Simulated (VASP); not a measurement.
# AlN (P6_3mc) in VASP: notebook, part 3 of 3

VASP 6.6.1. Earlier steps stand in the parts before.

## (4) Electric field gradients, PBE (volume scaled by 1.01)

Input file INCAR:

```
ALGO     = Normal         # electronic algorithm
EDIFF    = 1E-8           # SCF threshold, eV
ENCUT    = 520            # plane-wave cutoff, eV
GGA      = PE             # functional
ISIF     = 2              # what is computed and relaxed
ISMEAR   = -1             # smearing method
LASPH    = True           # aspherical terms in the spheres
LCHARG   = False          # write CHGCAR
LEFG     = True         
LREAL    = False          # projectors in reciprocal space
LWAVE    = False          # write WAVECAR
NBANDS   = 16             # bands
NELM     = 60             # most SCF steps
PREC     = Accurate       # precision mode
SIGMA    = 0.02           # smearing width, eV
```

Input file KPOINTS:

```
k-points
0
Gamma
  11 11 6
```

Input file POSCAR:

```
AlN
1.0
    3.1213377828      0.0000000000      0.0000000000
   -1.5606688914      2.7031578137      0.0000000000
    0.0000000000      0.0000000000      4.9945383275
Al N
2 2
Direct
    0.3333333333      0.6666666667      0.0000000000
    0.6666666667      0.3333333333      0.5000000000
    0.3333333333      0.6666666667      0.3850000000
    0.6666666667      0.3333333333      0.8850000000
```

Potentials or basis: VASP PAW PBE potentials, release 64 (Al, N).

On the command line:

```console
$ cat potpaw_PBE.64/Al/POTCAR potpaw_PBE.64/N/POTCAR > POTCAR
$ mpirun -np 1 vasp_std > vasp.out
```

OUTCAR:

```text
EDIFF = 1E-8
   ENCUT = 520
   GGA = PE
   ISIF = 2
   ISMEAR = -1
   LASPH = True
   LREAL = False
   NELM = 60
   PREC = Accurate

 ion  position               nearest neighbor table
   1  0.333  0.667  0.000-   4 1.89   4 1.89   4 1.89   3 1.92   2 3.08   2 3.08   2 3.08   2 3.08
                             2 3.08   2 3.08
   2  0.667  0.333  0.500-   3 1.89   3 1.89   3 1.89   4 1.92   1 3.08   1 3.08   1 3.08   1 3.08
                             1 3.08   1 3.08
   3  0.333  0.667  0.385-   2 1.89   2 1.89   2 1.89   1 1.92
   4  0.667  0.333  0.885-   1 1.89   1 1.89   1 1.89   2 1.92

  LATTYP: Found a hexagonal cell.
 ALAT       =     3.1213377828
 C/A-ratio  =     1.6001274694

  Lattice vectors:

 A1 = (   3.1213377828,   0.0000000000,   0.0000000000)
 A2 = (  -1.5606688914,   2.7031578137,   0.0000000000)
 A3 = (   0.0000000000,   0.0000000000,   4.9945383275)

Analysis of symmetry for initial positions (statically):
=====================================================================
 Subroutine PRICEL returns:
 Original cell was already a primitive cell.

 Routine SETGRP: Setting up the symmetry group for a
 hexagonal supercell.

 Subroutine GETGRP returns: Found 12 space group operations
 (whereof  6 operations were pure point group operations)
 out of a pool of 24 trial point group operations.

The static configuration has the point symmetry C_3v.
 The point group associated with its full space group is C_6v.

Analysis of symmetry for dynamics (positions and initial velocities):
=====================================================================
 Subroutine PRICEL returns:
 Original cell was already a primitive cell.

 Routine SETGRP: Setting up the symmetry group for a
 hexagonal supercell.

 Subroutine GETGRP returns: Found 12 space group operations
 (whereof  6 operations were pure point group operations)
 out of a pool of 24 trial point group operations.

The dynamic configuration has the point symmetry C_3v.
 The point group associated with its full space group is C_6v.

 Subroutine INISYM returns: Found 12 space group operations
 (whereof  6 operations are pure point group operations),
 and found     1 'primitive' translations

----------------------------------------------------------------------------------------

                                     Primitive cell

  volume of cell :      42.1413

  direct lattice vectors                    reciprocal lattice vectors
     3.121337783  0.000000000  0.000000000     0.320375451  0.184968853  0.000000000
    -1.560668891  2.703157814  0.000000000     0.000000000  0.369937706  0.000000000
     0.000000000  0.000000000  4.994538327     0.000000000  0.000000000  0.200218706

  length of vectors
     3.121337783  3.121337783  4.994538327     0.369937706  0.369937706  0.200218706

  position of ions in fractional coordinates (direct lattice)
     0.333333333  0.666666667  0.000000000
     0.666666667  0.333333333  0.500000000
     0.333333333  0.666666667  0.385000000
     0.666666667  0.333333333  0.885000000

  ion indices of the primitive-cell ions
   primitive index   ion index
                 1           1
                 2           2
                 3           3
[... 93 lines left out ...]
     AMIX_MAG =   1.60;   BMIX_MAG =  1.00
  volume/ion in A,a.u.               =      10.54        71.10
  Fermi-wavevector in a.u.,A,eV,Ry     =   1.185438  2.240154 19.119780  1.405264
  Thomas-Fermi vector in A             =   2.321632
   LORBIT       =      0    0 simple, 1 ext, 2 COOP (PROOUT), +10 PAW based schemes
   GGA     = PE    functional components
   LHFCALC =     F    Hartree Fock is set to
   AEXX    =    0.0000 exact exchange contribution
   IVDW    =     0    specifies the selected vdW correction
   LEPSILON=     F    determine dielectric tensor
   LRPA    =     F    only Hartree local field effects (RPA)
 non-spin polarized calculation
  energy-cutoff  :      520.00
  volume of cell :       42.14
 maximum number of plane-waves:      1150
 NGX is ok and might be reduce to    24
   NGX = 11   NGY = 11   NGZ = 19

 number of electron      15.9999998 magnetization

 Free energy of the ion-electron system (eV)
  ---------------------------------------------------
  ext. energy  EPLUGINS =         0.00000000
  ---------------------------------------------------
  free energy    TOTEN  =       -29.77538217 eV

  energy without entropy =      -29.77538217  energy(sigma->0) =      -29.77538217

 E-fermi :   6.4931     XC(G=0): -10.8718

 val. band max:        6.1243858028   @ k =   0.0000   0.0000   0.0000
 cond. band min:      10.2014690756   @ k =   0.0000   0.0000   0.0000
 fundamental gap:      4.0770832728
 Fermi energy:         6.4930987597

 k-point     1 :       0.0000    0.0000    0.0000
  band No.  band energies     occupation
      1      -9.0666      2.00000
      2      -6.9471      2.00000
      3       0.1362      2.00000
      4       5.1822      2.00000
      5       5.1822      2.00000
      6       5.8324      2.00000
[... 433 lines left out ...]
      3       1.1568      2.00000
      4       3.0458      2.00000
      5       3.4393      2.00000
      6       4.5462      2.00000
[... 8 lines left out ...]
     15      18.3993      0.00000
     16      19.4797      0.00000

 [... further k-points ...]

------------------------ aborting loop because EDIFF is reached ----------------------------------------

  FORCE on cell =-STRESS in cart. coord.  units (eV):
  Direction    XX          YY          ZZ          XY          YZ          ZX
  --------------------------------------------------------------------------------------
  -------------------------------------------------------------------------------------
  Total        0.5922144      0.5922144      0.1846843      0.0000000      0.0000000      0.0000000
  in kB       22.5155230     22.5155230      7.0215493      0.0000000      0.0000000      0.0000000
  external PRESSURE =      17.3508651 kB  Pullay stress =       0.0000000 kB

 VOLUME and BASIS-vectors are now :
 -----------------------------------------------------------------------------
  energy-cutoff  :      520.00
  volume of cell :       42.14
      direct lattice vectors                 reciprocal lattice vectors
     3.121337783  0.000000000  0.000000000     0.320375451  0.184968853  0.000000000
    -1.560668891  2.703157814  0.000000000     0.000000000  0.369937706  0.000000000
     0.000000000  0.000000000  4.994538327     0.000000000  0.000000000  0.200218706

 POSITION                                       TOTAL-FORCE (eV/Angst)
 -----------------------------------------------------------------------------------
     -0.00000      1.80211      0.00000        -0.000000      0.000000      0.180811
      1.56067      0.90105      2.49727        -0.000000     -0.000000      0.180811
     -0.00000      1.80211      1.92290         0.000000     -0.000000     -0.180811
      1.56067      0.90105      4.42017        -0.000000     -0.000000     -0.180811
 -----------------------------------------------------------------------------------
    total drift:                               -0.000000      0.000000      0.000493

  FREE ENERGIE OF THE ION-ELECTRON SYSTEM (eV)
  ---------------------------------------------------
  free  energy   TOTEN  =       -29.7753821703 eV

  energy  without entropy=      -29.7753821703  energy(sigma->0) =      -29.77538217

 Electric field gradients (V/A^2)
---------------------------------------------------------------------
 ion       V_xx      V_yy      V_zz      V_xy      V_xz      V_yz
---------------------------------------------------------------------
   1      -4.241    -4.241     8.483     0.000     0.000    -0.000
   2      -4.241    -4.241     8.483     0.000    -0.000     0.000
   3      -0.267    -0.268     0.535    -0.000     0.000    -0.000
   4      -0.267    -0.268     0.535    -0.000    -0.000     0.000
---------------------------------------------------------------------

 Electric field gradients after diagonalization (V/A^2)
 (convention: |V_zz| > |V_xx| > |V_yy|)
----------------------------------------------------------------------
 ion       V_xx      V_yy      V_zz     asymmetry (V_yy - V_xx)/ V_zz
----------------------------------------------------------------------
   1      -4.241    -4.241     8.483       0.000
   2      -4.241    -4.241     8.483       0.000
   3      -0.268    -0.267     0.535       0.001
   4      -0.268    -0.267     0.535       0.001
----------------------------------------------------------------------

           NMR quadrupolar parameters

 Cq : quadrupolar parameter    Cq=e*Q*V_zz/h
 eta: asymmetry parameters     (V_yy - V_xx)/ V_zz
 Q  : nuclear electric quadrupole moment in mb (millibarn)
----------------------------------------------------------------------
 ion       Cq(MHz)       eta       Q (mb)
----------------------------------------------------------------------
   1       0.021       0.000       1.000
   2       0.021       0.000       1.000
   3       0.001       0.001       1.000
   4       0.001       0.001       1.000
----------------------------------------------------------------------
```

It took 15 s on 1 thread of Intel Xeon 6975P-C (Granite Rapids), shared host; peak memory 0.17 GiB.

What came out:

| Property | Result |
| --- | --- |
| Free energy | -29.7754 eV |
| Pressure | 1.7 GPa |
| Largest force | 0.181 eV/Å |
| Band gap on the k mesh | 4.08 eV, direct |

Forces on the atoms (eV/Å):
```
Al   0.000  0.000  0.181
Al   0.000  0.000  0.181
N    0.000  0.000 -0.181
N    0.000  0.000 -0.181
```

Stress tensor (GPa, compression positive):
```
2.25 0.00 0.00
0.00 2.25 0.00
0.00 0.00 0.70
```

Electric field gradients, principal values (V/Å²):
| atom | least | middle | greatest (by size) |
| --- | --- | --- | --- |
| 1 Al | -4.241 | -4.241 | 8.483 |
| 2 Al | -4.241 | -4.241 | 8.483 |
| 3 N | -0.267 | -0.268 | 0.535 |
| 4 N | -0.267 | -0.268 | 0.535 |

Caveat: without QUAD_EFG the Cq values of the log hold for a quadrupole moment of 1 mb, not for the nuclei. A k mesh can miss the band edges.

## (5) Electric field gradients, PBE (volume scaled by 1.04)

Input file INCAR:

```
SYSTEM = AlN
  PREC = Accurate
  ENCUT = 520
  EDIFF = 1E-8
  ISMEAR = -1
  SIGMA = 0.02
  LREAL = .FALSE.
  LASPH = .TRUE.
  NELM = 60
  ALGO = Normal
  ISIF = 2
  LWAVE = .FALSE.
  LCHARG = .FALSE.
  GGA = PE
  LEFG = .TRUE.
  NBANDS = 16
```

Input file KPOINTS:

```
regular mesh
0
G
  11 11 6
  0 0 0
```

Input file POSCAR:

```
AlN
1.0
    3.1519410852      0.0000000000      0.0000000000
   -1.5759705426      2.7296610510      0.0000000000
    0.0000000000      0.0000000000      5.0435075122
Al N
2 2
Direct
    0.3333333333      0.6666666667      0.0000000000
    0.6666666667      0.3333333333      0.5000000000
    0.3333333333      0.6666666667      0.3850000000
    0.6666666667      0.3333333333      0.8850000000
```

Potentials or basis: VASP PAW PBE potentials, release 64 (Al, N).

On the command line:

```console
$ cat potpaw_PBE.64/Al/POTCAR potpaw_PBE.64/N/POTCAR > POTCAR
$ mpirun -np 1 vasp_std > vasp.out
```

OUTCAR:

```text
SYSTEM = AlN
   PREC = Accurate
   ENCUT = 520
   EDIFF = 1E-8
   ISMEAR = -1
   LREAL = .FALSE.
   LASPH = .TRUE.
   NELM = 60
   ISIF = 2
   GGA = PE

 ion  position               nearest neighbor table
   1  0.333  0.667  0.000-   4 1.91   4 1.91   4 1.91   3 1.94   2 3.11   2 3.11   2 3.11   2 3.11
                             2 3.11   2 3.11
   2  0.667  0.333  0.500-   3 1.91   3 1.91   3 1.91   4 1.94   1 3.11   1 3.11   1 3.11   1 3.11
                             1 3.11   1 3.11
   3  0.333  0.667  0.385-   2 1.91   2 1.91   2 1.91   1 1.94
   4  0.667  0.333  0.885-   1 1.91   1 1.91   1 1.91   2 1.94

  LATTYP: Found a hexagonal cell.
 ALAT       =     3.1519410852
 C/A-ratio  =     1.6001274693

  Lattice vectors:

 A1 = (   3.1519410852,   0.0000000000,   0.0000000000)
 A2 = (  -1.5759705426,   2.7296610510,   0.0000000000)
 A3 = (   0.0000000000,   0.0000000000,   5.0435075122)

Analysis of symmetry for initial positions (statically):
=====================================================================
 Subroutine PRICEL returns:
[... 664 lines left out ...]
      1.57597      0.90989      2.52175        -0.000000      0.000000      0.178927
     -0.00000      1.81977      1.94175        -0.000000      0.000000     -0.178927
      1.57597      0.90989      4.46350         0.000000     -0.000000     -0.178927
 -----------------------------------------------------------------------------------
    total drift:                               -0.000000      0.000000      0.000264

  FREE ENERGIE OF THE ION-ELECTRON SYSTEM (eV)
  ---------------------------------------------------
  free  energy   TOTEN  =       -29.7673051639 eV

  energy  without entropy=      -29.7673051638  energy(sigma->0) =      -29.76730516

 Electric field gradients (V/A^2)
---------------------------------------------------------------------
 ion       V_xx      V_yy      V_zz      V_xy      V_xz      V_yz
---------------------------------------------------------------------
   1      -4.084    -4.084     8.168     0.000     0.000    -0.000
   2      -4.084    -4.084     8.168     0.000    -0.000     0.000
   3      -0.152    -0.153     0.306    -0.001     0.000    -0.000
   4      -0.152    -0.153     0.306    -0.001    -0.000     0.000
---------------------------------------------------------------------

 Electric field gradients after diagonalization (V/A^2)
 (convention: |V_zz| > |V_xx| > |V_yy|)
----------------------------------------------------------------------
 ion       V_xx      V_yy      V_zz     asymmetry (V_yy - V_xx)/ V_zz
----------------------------------------------------------------------
   1      -4.084    -4.084     8.168       0.000
   2      -4.084    -4.084     8.168       0.000
   3      -0.154    -0.152     0.306       0.006
   4      -0.154    -0.152     0.306       0.006
----------------------------------------------------------------------

           NMR quadrupolar parameters

 Cq : quadrupolar parameter    Cq=e*Q*V_zz/h
 eta: asymmetry parameters     (V_yy - V_xx)/ V_zz
 Q  : nuclear electric quadrupole moment in mb (millibarn)
----------------------------------------------------------------------
 ion       Cq(MHz)       eta       Q (mb)
----------------------------------------------------------------------
   1       0.020       0.000       1.000
   2       0.020       0.000       1.000
   3       0.001       0.006       1.000
   4       0.001       0.006       1.000
----------------------------------------------------------------------
```

OSZICAR:

```text
N       E                     dE             d eps       ncg     rms          rms(c)
DAV:   1     0.406549451346E+02    0.40655E+02   -0.71808E+03  2048   0.890E+02
DAV:   2    -0.308835918150E+02   -0.71539E+02   -0.65859E+02  2872   0.185E+02
DAV:   3    -0.343522296098E+02   -0.34686E+01   -0.34581E+01  2688   0.423E+01
DAV:   4    -0.343742382054E+02   -0.22009E-01   -0.22007E-01  2488   0.379E+00
DAV:   5    -0.343745417203E+02   -0.30351E-03   -0.30351E-03  2632   0.447E-01    0.119E+01
DAV:   6    -0.297501165856E+02    0.46244E+01   -0.10690E+01  2480   0.235E+01    0.407E+00
DAV:   7    -0.297790356088E+02   -0.28919E-01   -0.63766E-01  2168   0.563E+00    0.289E+00
DAV:   8    -0.297721953083E+02    0.68403E-02   -0.64155E-02  2296   0.234E+00    0.652E-01
DAV:   9    -0.297667295444E+02    0.54658E-02   -0.12645E-02  2760   0.831E-01    0.258E-01
DAV:  10    -0.297673950286E+02   -0.66548E-03   -0.25166E-03  2200   0.313E-01    0.143E-01
DAV:  11    -0.297673018727E+02    0.93156E-04   -0.19254E-04  2360   0.106E-01    0.357E-02
DAV:  12    -0.297673053045E+02   -0.34318E-05   -0.13398E-05  2304   0.291E-02    0.725E-03
DAV:  13    -0.297673051275E+02    0.17706E-06   -0.46317E-06  2432   0.163E-02    0.596E-03
DAV:  14    -0.297673051279E+02   -0.38096E-09   -0.36644E-07  2400   0.513E-03    0.198E-03
DAV:  15    -0.297673051711E+02   -0.43205E-07   -0.61953E-08  2648   0.186E-03    0.252E-04
DAV:  16    -0.297673051639E+02    0.72073E-08   -0.23293E-09  1232   0.413E-04
   1 F= -.29767305E+02 E0= -.29767305E+02  d E =-.989255E-11
```

Wall time 17 s (1 thread of Intel Xeon 6975P-C (Granite Rapids), shared host); peak memory 0.17 GiB.

Results:

```yaml
Free_energy: -29.7673 eV
Pressure: -3.8 GPa
Largest_force: 0.179 eV/Å
Band_gap_on_the_k_mesh: 3.82 eV, direct
```

Forces in eV/Å, atoms in the order of the input:
```
Al   0.000  0.000  0.179
Al   0.000  0.000  0.179
N    0.000  0.000 -0.179
N    0.000  0.000 -0.179
```

Electric field gradients, principal values (V/Å²):
| atom | least | middle | greatest (by size) |
| --- | --- | --- | --- |
| 1 Al | -4.084 | -4.084 | 8.168 |
| 2 Al | -4.084 | -4.084 | 8.168 |
| 3 N | -0.152 | -0.154 | 0.306 |
| 4 N | -0.152 | -0.154 | 0.306 |

Caveat: without QUAD_EFG the Cq values of the log hold for a quadrupole moment of 1 mb, not for the nuclei.

## (6) Overview

```csv
cell,gap on the mesh (eV),pressure (GPa),largest force (eV/Å)
"a = 3.090, b = 3.090, c = 4.945 Å, angles 90.0, 90.0, 120.0°, 4 atoms",4.34,8.2,0.18
"a = 3.121, b = 3.121, c = 4.995 Å, angles 90.0, 90.0, 120.0°, 4 atoms",4.08,1.7,0.18
"a = 3.152, b = 3.152, c = 5.044 Å, angles 90.0, 90.0, 120.0°, 4 atoms",3.82,-3.8,0.18
```

Alike in all rows: task electric field gradients; level PBE; potentials or basis VASP PAW PBE potentials, release 64 (Al, N); no spin polarisation; k mesh 11 × 11 × 6; cutoff (eV) 520; smearing fermi-dirac 0.02 eV.

Total energies depend on the potentials used, so only differences within one code and one set of settings carry meaning.
